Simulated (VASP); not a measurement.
# TaN (P-6m2) in VASP: a series of runs

Runs on TaN. Level: PBEsol. Tasks: single point, relaxation of cell and atoms.

All numbers are computed with VASP 6.6.1; they aren't measurements. Logs are shortened: lines on timing, memory, paths and dates and some standing lists are left out, and cuts for length are marked.

**1. The cell of the first run**

It takes space group P-6m2 (No. 187, hexagonal). Conventional cell: a = 2.924 Å, b = 2.924 Å, c = 2.871 Å, α = 90.00°, β = 90.00°, γ = 120.00°. Within 2.9 Å of Ta (site symmetry -6m2) lie 6 N at 2.22 Å and 2 Ta at 2.87 Å. N (site symmetry -6m2) has 6 Ta at 2.22 Å and 2 N at 2.87 Å within 2.9 Å.

**2. Single point, PBEsol**

INCAR

```
SYSTEM = TaN
ALGO = Normal
EDIFF = 1E-6
ENCUT = 520
GGA = PS
ISIF = 2
ISMEAR = -1
LASPH = .TRUE.
LCHARG = .FALSE.
LREAL = .FALSE.
LWAVE = .FALSE.
NBANDS = 15
NELM = 80
PREC = Accurate
SIGMA = 0.05
```

KPOINTS

```
k-points
0
G
  12 12 12
  0 0 0
```

POSCAR

```
TaN
1.0
    2.9238509957      0.0000000000      0.0000000000
   -1.4619254979      2.5321292392      0.0000000000
    0.0000000000      0.0000000000      2.8709481926
Ta N
1 1
Direct
    0.0000000000      0.0000000000      0.5000000000
    0.6666666667      0.3333333333      0.0000000000
```

Potentials or basis: VASP PAW PBE potentials, release 64 (Ta_pv, N).

On the command line:

```sh
> cat potpaw_PBE.64/Ta_pv/POTCAR potpaw_PBE.64/N/POTCAR > POTCAR
> mpirun -np 1 vasp_std > vasp.out
```

OUTCAR:

```text
SYSTEM = TaN
   EDIFF = 1E-6
   ENCUT = 520
   GGA = PS
   ISIF = 2
   ISMEAR = -1
   LASPH = .TRUE.
   LREAL = .FALSE.
   NELM = 80
   PREC = Accurate

 ion  position               nearest neighbor table
   1  0.000  0.000  0.500-   2 2.22   2 2.22   2 2.22   2 2.22   2 2.22   2 2.22
   2  0.667  0.333  0.000-   1 2.22   1 2.22   1 2.22   1 2.22   1 2.22   1 2.22

  LATTYP: Found a hexagonal cell.
 ALAT       =     2.9238509957
 C/A-ratio  =     0.9819064641

  Lattice vectors:

 A1 = (   2.9238509957,   0.0000000000,   0.0000000000)
 A2 = (  -1.4619254979,   2.5321292392,   0.0000000000)
 A3 = (   0.0000000000,   0.0000000000,   2.8709481926)

Analysis of symmetry for initial positions (statically):
=====================================================================
 Subroutine PRICEL returns:
 Original cell was already a primitive cell.

 Routine SETGRP: Setting up the symmetry group for a
 hexagonal supercell.

 Subroutine GETGRP returns: Found 12 space group operations
 (whereof 12 operations were pure point group operations)
 out of a pool of 24 trial point group operations.

The static configuration has the point symmetry D_3h.

Analysis of symmetry for dynamics (positions and initial velocities):
=====================================================================
 Subroutine PRICEL returns:
 Original cell was already a primitive cell.

 Routine SETGRP: Setting up the symmetry group for a
 hexagonal supercell.

 Subroutine GETGRP returns: Found 12 space group operations
 (whereof 12 operations were pure point group operations)
 out of a pool of 24 trial point group operations.

The dynamic configuration has the point symmetry D_3h.

 Subroutine INISYM returns: Found 12 space group operations
 (whereof 12 operations are pure point group operations),
 and found     1 'primitive' translations

----------------------------------------------------------------------------------------

                                     Primitive cell

  volume of cell :      21.2553

  direct lattice vectors                    reciprocal lattice vectors
     2.923850996  0.000000000  0.000000000     0.342014693  0.197462275  0.000000000
    -1.461925498  2.532129239  0.000000000     0.000000000  0.394924550  0.000000000
     0.000000000  0.000000000  2.870948193     0.000000000  0.000000000  0.348316979

  length of vectors
     2.923850996  2.923850996  2.870948193     0.394924550  0.394924550  0.348316979

  position of ions in fractional coordinates (direct lattice)
     0.000000000  0.000000000  0.500000000
[... 84 lines left out ...]
   ISIF   =      2    stress and relaxation
   ISYM   =      2    0-nonsym 1-usesym 2-fastsym
   POTIM  = 0.5000    time-step for ionic-motion
   TEBEG  =    0.0;   TEEND  =   0.0 temperature during run
   PSTRESS=    0.0 pullay stress
   NELECT =      16.0000    total number of electrons
   NUPDOWN=      -1.0000    fix difference up-down
   EMIN   =  10.00;   EMAX   =-10.00  energy-range for DOS
   EFERMI =   0.00;   METHOD = LEGACY
   ISMEAR =    -1;   SIGMA  =   0.05  broadening in eV -4-tet -1-fermi 0-gaus
   EFERMI_NEDOS =   21; number of points for ismear=-14 and -15
   IALGO  =     38    algorithm
   IMIX   =      4    mixing-type and parameters
     AMIX     =   0.40;   BMIX     =  1.00
     AMIX_MAG =   1.60;   BMIX_MAG =  1.00
  volume/ion in A,a.u.               =      10.63        71.72
  Fermi-wavevector in a.u.,A,eV,Ry     =   1.489222  2.814221 30.174744  2.217781
  Thomas-Fermi vector in A             =   2.602157
   LORBIT       =      0    0 simple, 1 ext, 2 COOP (PROOUT), +10 PAW based schemes
   GGA     = PS    functional components
   LHFCALC =     F    Hartree Fock is set to
   AEXX    =    0.0000 exact exchange contribution
   IVDW    =     0    specifies the selected vdW correction
   LEPSILON=     F    determine dielectric tensor
   LRPA    =     F    only Hartree local field effects (RPA)
 non-spin polarized calculation
  energy-cutoff  :      520.00
  volume of cell :       21.26
 maximum number of plane-waves:       599
 NGX is ok and might be reduce to    24
   NGX = 11   NGY = 11   NGZ = 11

 number of electron      16.0000000 magnetization

 Free energy of the ion-electron system (eV)
  ---------------------------------------------------
  ext. energy  EPLUGINS =         0.00000000
  ---------------------------------------------------
  free energy    TOTEN  =       -23.80625317 eV

  energy without entropy =      -23.80576339  energy(sigma->0) =      -23.80600828

 E-fermi :   8.2712     XC(G=0): -13.5811

 val. band max:        8.1842369921   @ k =   0.0000   0.0000   0.4167
 cond. band min:       8.3780557920   @ k =   0.0833   0.0000   0.5000
 fundamental gap:      0.1938187999
 Fermi energy:         8.2711753644

 k-point     1 :       0.0000    0.0000    0.0000
  band No.  band energies     occupation
      1     -26.5030      2.00000
      2     -26.2277      2.00000
      3     -26.2277      2.00000
      4      -9.6044      2.00000
      5       3.6181      2.00000
      6       3.6181      2.00000
      7       3.9448      2.00000
      8       5.3082      2.00000
      9      10.5623      0.00000
     10      11.8961      0.00000
     11      11.8961      0.00000
     12      12.2955      0.00000
     13      12.2955      0.00000
     14      21.3348      0.00000
[... 401 lines left out ...]
      2     -26.4509      2.00000
      3     -26.4072      2.00000
      4      -7.8179      2.00000
      5       0.5738      2.00000
      6       3.2152      2.00000
      7       4.6130      2.00000
      8       5.3796      2.00000
      9      10.9233      0.00000
     10      11.3068      0.00000
     11      12.9821      0.00000
     12      13.2164      0.00000
     13      15.2865      0.00000
     14      21.4723      0.00000
     15      21.7489      0.00000

 [... further k-points ...]
[... 5 lines left out ...]
  --------------------------------------------------------------------------------------
  -------------------------------------------------------------------------------------
  Total        0.1031360      0.1031360      0.1306187     -0.0000000      0.0000000      0.0000000
  in kB        7.7741783      7.7741783      9.8457644     -0.0000000      0.0000000      0.0000000
  external PRESSURE =       8.4647070 kB  Pullay stress =       0.0000000 kB

 VOLUME and BASIS-vectors are now :
 -----------------------------------------------------------------------------
  energy-cutoff  :      520.00
  volume of cell :       21.26
      direct lattice vectors                 reciprocal lattice vectors
     2.923850996  0.000000000  0.000000000     0.342014693  0.197462275  0.000000000
    -1.461925498  2.532129239  0.000000000     0.000000000  0.394924550  0.000000000
     0.000000000  0.000000000  2.870948193     0.000000000  0.000000000  0.348316979

 POSITION                                       TOTAL-FORCE (eV/Angst)
 -----------------------------------------------------------------------------------
      0.00000      0.00000      1.43547         0.000000     -0.000000      0.000000
      1.46193      0.84404      0.00000        -0.000000      0.000000      0.000000
 -----------------------------------------------------------------------------------
    total drift:                               -0.000000      0.000000      0.000000

  FREE ENERGIE OF THE ION-ELECTRON SYSTEM (eV)
  ---------------------------------------------------
  free  energy   TOTEN  =       -23.8062531678 eV

  energy  without entropy=      -23.8057633870  energy(sigma->0) =      -23.80600828
```

Run time: 26 s. Hardware: 1 thread of Intel Xeon Platinum 8488C (Sapphire Rapids), shared host; peak memory 0.17 GiB.

Results:

* Free energy: -23.8063 eV
* Pressure: 0.8 GPa
* Band gap on the k mesh: zero (band 8 reaches 8.45 eV, above the bottom of band 9 at 8.13 eV)

Levels at points of the mesh, in eV from the Fermi level:
```csv
k point,band 6,band 7,band 8,band 9,band 10,band 11
"(0.00, 0.00, 0.00)",-4.65,-4.33,-2.96,2.29,3.62,3.62
"(0.50, 0.00, 0.00)",-5.31,-3.59,-3.22,3.00,4.10,5.25
"(0.00, 0.00, 0.50)",-3.82,-3.82,-0.14,-0.14,2.44,3.31
"(0.50, 0.00, 0.50)",-6.29,-5.80,-0.36,4.22,5.44,6.16
```

Caveat: the PAW data sets were made with another functional, which shifts forces and pressure a little; spin-orbit coupling is left out, which moves the levels of the heavy elements.

**3. Single point, PBEsol**

INCAR

```
  ALGO = Normal
  EDIFF = 1E-7
  ENCUT = 520
  GGA = PS
  ISIF = 2
  ISMEAR = -4
  LASPH = True
  LCHARG = False
  LREAL = False
  LWAVE = False
  NBANDS = 15
  NELM = 80
  PREC = Accurate
  SIGMA = 0.1
```

KPOINTS

```
k-points
0
Gamma
  12 12 12
```

POSCAR

```
TaN
1.0
    2.9240394342      0.0000000000      0.0000000000
   -1.4620197171      2.5322924317      0.0000000000
    0.0000000000      0.0000000000      2.8706710899
Ta N
1 1
Direct
    0.0000000000      0.0000000000      0.5000000000
    0.6666666667      0.3333333333      0.0000000000
```

Potentials or basis: VASP PAW PBE potentials, release 64 (Ta_pv, N).

On the command line:

```sh
> cat potpaw_PBE.64/Ta_pv/POTCAR potpaw_PBE.64/N/POTCAR > POTCAR
> mpirun -np 1 vasp_std > vasp.out
```

It took 32 s on 1 thread of Intel Xeon Platinum 8488C (Sapphire Rapids), shared host; peak memory 0.17 GiB.

It converged, with:

| Item | Value |
| --- | --- |
| Free energy | -23.8051 eV |
| Pressure | 0.8 GPa |
| Band gap on the k mesh | zero (band 8 reaches 8.44 eV, above the bottom of band 9 at 8.13 eV) |

Stress tensor (GPa, compression positive):
```
0.78 0.00 0.00
0.00 0.78 0.00
0.00 0.00 0.98
```

Levels at points of the mesh, in eV from the Fermi level:
```csv
k point,band 5,band 6,band 7,band 8,band 9,band 10,band 11,band 12
"(0.00, 0.00, 0.00)",-4.60,-4.60,-4.27,-2.91,2.34,3.68,3.68,4.08
"(0.50, 0.00, 0.00)",-8.37,-5.25,-3.54,-3.17,3.06,4.15,5.31,5.43
"(0.00, 0.00, 0.50)",-9.45,-3.77,-3.77,-0.09,-0.09,2.49,3.36,3.36
"(0.50, 0.00, 0.50)",-7.40,-6.24,-5.75,-0.30,4.27,5.49,6.21,7.24
```

Caveat: the PAW data sets were made with another functional, which shifts forces and pressure a little; spin-orbit coupling is left out, which moves the levels of the heavy elements.

**4. Relaxation of cell and atoms, PBEsol**

This run uses another cell than the first one, of 10.78 Å³/atom, 1.014 times its volume.

INCAR

```
PREC = Accurate
ENCUT = 600
EDIFF = 1E-7
ISMEAR = -1
SIGMA = 0.05
LREAL = False
LASPH = True
NELM = 100
ALGO = Normal
ISIF = 3
LWAVE = False
LCHARG = False
GGA = PS
IBRION = 2
NSW = 100
EDIFFG = -0.002
```

KPOINTS

```
Automatic mesh
0
Gamma
  12 12 12
```

POSCAR

```
TaN
1.0
    2.9380000000      0.0000000000      0.0000000000
   -1.4690000000      2.5443826363      0.0000000000
    0.0000000000      0.0000000000      2.8830000000
Ta N
1 1
Direct
    0.0000000000      0.0000000000      0.5000000000
    0.6666666667      0.3333333333      0.0000000000
```

Potentials or basis: VASP PAW PBE potentials, release 64 (Ta_pv, N).

On the command line:

```sh
> cat potpaw_PBE.64/Ta_pv/POTCAR potpaw_PBE.64/N/POTCAR > POTCAR
> mpirun -np 1 vasp_std > vasp.out
```

OUTCAR:

```text
PREC = Accurate
   ENCUT = 600
   EDIFF = 1E-7
   ISMEAR = -1
   LREAL = False
   LASPH = True
   NELM = 100
   ISIF = 3
   GGA = PS
   IBRION = 2
   NSW = 100
   EDIFFG = -0.002

 ion  position               nearest neighbor table
   1  0.000  0.000  0.500-   2 2.23   2 2.23   2 2.23   2 2.23   2 2.23   2 2.23
   2  0.667  0.333  0.000-   1 2.23   1 2.23   1 2.23   1 2.23   1 2.23   1 2.23

  LATTYP: Found a hexagonal cell.
 ALAT       =     2.9380000000
 C/A-ratio  =     0.9812797822

  Lattice vectors:

 A1 = (   2.9380000000,   0.0000000000,   0.0000000000)
 A2 = (  -1.4690000000,   2.5443826363,   0.0000000000)
 A3 = (   0.0000000000,   0.0000000000,   2.8830000000)

Analysis of symmetry for initial positions (statically):
=====================================================================
 Subroutine PRICEL returns:
[... 439 lines left out ...]
 Fermi energy:         8.2504389220

 k-point     1 :       0.0000    0.0000    0.0000
  band No.  band energies     occupation
      1     -26.5297      2.00000
      2     -26.2547      2.00000
      3     -26.2547      2.00000
      4      -9.6103      2.00000
      5       3.6073      2.00000
      6       3.6073      2.00000
      7       3.9328      2.00000
      8       5.2885      2.00000
      9      10.5284      0.00000
     10      11.8653      0.00000
     11      11.8653      0.00000
     12      12.2628      0.00000
[... 331 lines left out ...]
 k-point    24 :       0.3333    0.0000    0.0833
  band No.  band energies     occupation
      1     -27.0770      2.00000
      2     -26.4779      2.00000
      3     -26.4331      2.00000
      4      -7.8297      2.00000
      5       0.5642      2.00000
      6       3.2014      2.00000
      7       4.5983      2.00000
      8       5.3645      2.00000
      9      10.8953      0.00000
     10      11.2779      0.00000
     11      12.9474      0.00000
     12      13.1824      0.00000

 [... further k-points ...]
[... 5 lines left out ...]
  --------------------------------------------------------------------------------------
  -------------------------------------------------------------------------------------
  Total       -0.0006656     -0.0006656     -0.0008997      0.0000000      0.0000000      0.0000000
  in kB       -0.0500744     -0.0500744     -0.0676869      0.0000000      0.0000000      0.0000000
  external PRESSURE =      -0.0559452 kB  Pullay stress =       0.0000000 kB
[... 17 lines left out ...]
  FREE ENERGIE OF THE ION-ELECTRON SYSTEM (eV)
  ---------------------------------------------------
  free  energy   TOTEN  =       -23.8091116899 eV

  energy  without entropy=      -23.8086208976  energy(sigma->0) =      -23.80886629

 reached required accuracy - stopping structural energy minimisation
```

OSZICAR:

```text
N       E                     dE             d eps       ncg     rms          rms(c)
DAV:   1     0.100098084570E+03    0.10010E+03   -0.10152E+04  3192   0.155E+03
DAV:   2    -0.219395777551E+02   -0.12204E+03   -0.11632E+03  3656   0.367E+02
[... 56 lines left out ...]
   7 F= -.23809111E+02 E0= -.23808866E+02  d E =0.505612E-06
       N       E                     dE             d eps       ncg     rms          rms(c)
DAV:   1    -0.238091136307E+02   -0.25478E-05   -0.73132E-05  3284   0.115E-01    0.169E-02
DAV:   2    -0.238091120237E+02    0.16070E-05   -0.21207E-06  3252   0.170E-02    0.688E-03
DAV:   3    -0.238091116527E+02    0.37096E-06   -0.12709E-06  3436   0.132E-02    0.122E-03
DAV:   4    -0.238091116899E+02   -0.37183E-07   -0.12980E-08  1620   0.147E-03
   8 F= -.23809112E+02 E0= -.23808866E+02  d E =-.158922E-06
```

It took 73 s on 1 thread of Intel Xeon Platinum 8488C (Sapphire Rapids), shared host; peak memory 0.18 GiB.

What came out:

```
Free energy                            : -23.8091 eV
Relaxed volume                         : 10.65 Å³/atom
Relaxed cell                           : a = 2.926 Å, b = 2.926 Å, c = 2.873 Å, α = 90.00°, β = 90.00°, γ = 120.00°
Space group after relaxing (to 0.05 Å) : P-6m2 (No. 187)
Energy gained by relaxing              : 1.7 meV/atom
Ionic steps                            : 8
Pressure after relaxing                : 0.0 GPa
Band gap on the k mesh                 : zero (band 8 reaches 8.42 eV, above the bottom of band 9 at 8.11 eV)
```

Step by step:
```tsv
step	energy change (eV)	largest force (eV/Å)	pressure (GPa)	volume (Å³)
1	0.0000	0.0000	-4.20	21.55
2	0.0180	0.0000	11.42	20.68
3	-0.0034	0.0000	-0.05	21.30
4	-0.0034	0.0000	0.04	21.30
5	-0.0034	0.0000	0.04	21.29
6	-0.0034	0.0000	0.04	21.29
7	-0.0034	0.0000	-0.06	21.30
8	-0.0034	0.0000	-0.01	21.30
```

Final structure:
```cif
data_structure
_symmetry_space_group_name_H-M 'P 1'
_symmetry_Int_Tables_number 1
_cell_length_a 2.9256
_cell_length_b 2.9256
_cell_length_c 2.8732
_cell_angle_alpha 90.000
_cell_angle_beta 90.000
_cell_angle_gamma 120.000
_cell_volume 21.30
loop_
_atom_site_label
_atom_site_type_symbol
_atom_site_fract_x
_atom_site_fract_y
_atom_site_fract_z
_atom_site_occupancy
Ta1 Ta 0.00000 0.00000 0.50000 1
N1 N 0.66667 0.33333 0.00000 1
```

Caveat: the PAW data sets were made with another functional, which shifts forces and pressure a little; spin-orbit coupling is left out, which moves the levels of the heavy elements.

(Part 1 of 2 ends here.)
